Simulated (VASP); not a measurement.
Ta2Al5: relaxation of cell and atoms with PBE

The system is Ta2Al5.

```
Ta Al
1.0
     4.75170   -1.91851    0.01082
     4.75170    1.91851    0.01082
    -0.71091    0.00000    6.24152
Ta Al
2 5
Direct
  0.43475 0.43475 0.28121
  0.56525 0.56525 0.71879
  0.85439 0.85439 0.57523
  0.71842 0.71842 0.14467
  0.14561 0.14561 0.42477
  0.28158 0.28158 0.85533
  0.00000 0.00000 0.00000
```

- Program: VASP 6.6.1
- Task: relaxation of cell and atoms
- Functional: PBE
- Potentials or basis: VASP PAW PBE potentials, release 64 (Ta_pv, Al)
- Cutoff: 600 eV
- k mesh: 10 × 10 × 6
- Occupations: gaussian, width 0.1 eV
- Spin: no spin polarisation
- Dipole correction: no
- Further INCAR settings: ALGO = Fast; EDIFF = 1e-07; IBRION = 2; EDIFFG = -0.001; NSW = 80; ISIF = 3

The relaxed volume is 16.26 Å³/atom and the relaxed cell is a = 5.125 Å, b = 5.125 Å, c = 6.282 Å, α = 95.90°, β = 95.90°, γ = 43.97°. The space group after relaxing (to 0.1 Å) is C2/m (No. 12), the energy gained by relaxing is 0.0 meV/atom and the ionic steps are 9. The pressure after relaxing is 0.0 GPa and the band gap on the k mesh is zero (an odd number of electrons rules out a gap without spin polarisation).

Final structure:
```cif
data_structure
_symmetry_space_group_name_H-M 'P 1'
_symmetry_Int_Tables_number 1
_cell_length_a 5.1250
_cell_length_b 5.1250
_cell_length_c 6.2816
_cell_angle_alpha 95.900
_cell_angle_beta 95.900
_cell_angle_gamma 43.972
_cell_volume 113.85
loop_
_atom_site_label
_atom_site_type_symbol
_atom_site_fract_x
_atom_site_fract_y
_atom_site_fract_z
_atom_site_occupancy
Ta1 Ta 0.43469 0.43469 0.28122 1
Ta2 Ta 0.56531 0.56531 0.71878 1
Al1 Al 0.85443 0.85443 0.57528 1
Al2 Al 0.71842 0.71842 0.14477 1
Al3 Al 0.14557 0.14557 0.42472 1
Al4 Al 0.28158 0.28158 0.85523 1
Al5 Al 0.00000 0.00000 0.00000 1
```

Levels at points of the mesh, in eV from the Fermi level:
```csv
k point,band 16,band 17,band 18,band 19,band 20,band 21,band 22
"(0.00, 0.00, 0.00)",-1.38,-0.96,-0.83,-0.10,0.43,0.87,2.45
"(0.50, 0.00, 0.00)",-1.87,-1.80,-0.74,0.52,0.62,1.01,1.71
"(0.50, 0.50, 0.00)",-0.77,-0.49,-0.15,0.03,0.72,1.03,1.40
"(0.00, 0.00, 0.50)",-1.66,-1.27,-0.78,-0.05,0.27,1.48,2.21
"(0.50, 0.00, 0.50)",-1.50,-1.38,-0.39,-0.28,0.75,1.76,2.08
"(0.50, 0.50, 0.50)",-1.12,-1.05,-0.58,-0.15,0.20,1.44,1.99
```

Run time: 53 min on 1 thread of Oxide Virtual Turin-like Processor, with other jobs on the host, peak memory 0.6 GiB.

Caveat: spin-orbit coupling is left out, which moves the levels of the heavy elements.
